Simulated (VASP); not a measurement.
Input of a VASP 6.6.1 run:

Contents of INCAR:

```
SYSTEM = Cd3HgTe4
ALGO = Normal
EDIFF = 1E-7
EDIFFG = -0.01
ENCUT = 600
GGA = PE
IBRION = 2
ISIF = 3
ISMEAR = 0
LASPH = .TRUE.
LCHARG = .FALSE.
LREAL = .FALSE.
LWAVE = .FALSE.
NELM = 100
NSW = 100
PREC = Accurate
SIGMA = 0.01
```

File KPOINTS:

```
k-points
0
G
  6 6 6
  0 0 0
```

File POSCAR:

```
Cd3HgTe4
1.0
    6.6210082437      0.0000000000      0.0000000000
    0.0000000000      6.6210082437      0.0000000000
    0.0000000000      0.0000000000      6.6210082437
Cd Hg Te
3 1 4
Direct
    0.0000000000      0.5000000000      0.5000000000
    0.5000000000      0.0000000000      0.5000000000
    0.5000000000      0.5000000000      0.0000000000
    0.0000000000      0.0000000000      0.0000000000
    0.7490940393      0.7490940393      0.2509059607
    0.7490940393      0.2509059607      0.7490940393
    0.2509059607      0.7490940393      0.7490940393
    0.2509059607      0.2509059607      0.2509059607
```

Potentials or basis: VASP PAW PBE potentials, release 64 (Cd, Hg, Te).

The run is started by

```bash
$ cat potpaw_PBE.64/Cd/POTCAR potpaw_PBE.64/Hg/POTCAR potpaw_PBE.64/Te/POTCAR > POTCAR
$ mpirun -np 1 vasp_std > vasp.out
```

(1) Predict the band gap on the k mesh.

(2) Estimate the relaxed cell.

(3) What does it give for the space group after relaxing (to 0.1 Å)?

Results:

(1) 0.17 eV.

(2) a = 6.632 Å, b = 6.632 Å, c = 6.632 Å, α = 90.00°, β = 90.00°, γ = 90.00°.

(3) P-43m (No. 215).

Caveat: spin-orbit coupling is left out, which moves the levels of the heavy elements.
